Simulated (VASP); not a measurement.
A run of VASP 6.6.1:

INCAR

```
PREC = Accurate
ENCUT = 520
EDIFF = 1E-6
ISMEAR = -1
SIGMA = 0.02
LREAL = False
LASPH = True
NELM = 60
ALGO = Normal
ISIF = 2
LWAVE = False
LCHARG = False
GGA = PE
NBANDS = 15
```

File KPOINTS:

```
regular mesh
0
Gamma
  6 6 6
```

POSCAR

```
RbBr
1.0
    0.0000000000      3.2777540321      3.4608320474
    3.2777540321      0.0000000000      3.4608320474
    3.2777540321      3.2777540321      0.0000000000
Rb Br
1 1
Direct
    0.0000000000      0.0000000000      0.0000000000
    0.5000000000      0.5000000000      0.5000000000
```

Potentials or basis: VASP PAW PBE potentials, release 64 (Rb_sv, Br).

The run is started by

```console
$ cat potpaw_PBE.64/Rb_sv/POTCAR potpaw_PBE.64/Br/POTCAR > POTCAR
$ mpirun -np 1 vasp_std > vasp.out
```

Hardware: 1 thread of Intel(R) Xeon(R) Platinum 8375C CPU @ 2.90GHz (Ice Lake) (shared host).

**Question.** How long does it take, and how much memory?

**Answer.** Run time: 27 s on 1 thread of Intel(R) Xeon(R) Platinum 8375C CPU @ 2.90GHz (Ice Lake), on a shared host, peak memory 0.21 GiB. Counts: scf iterations 13, k points 30.
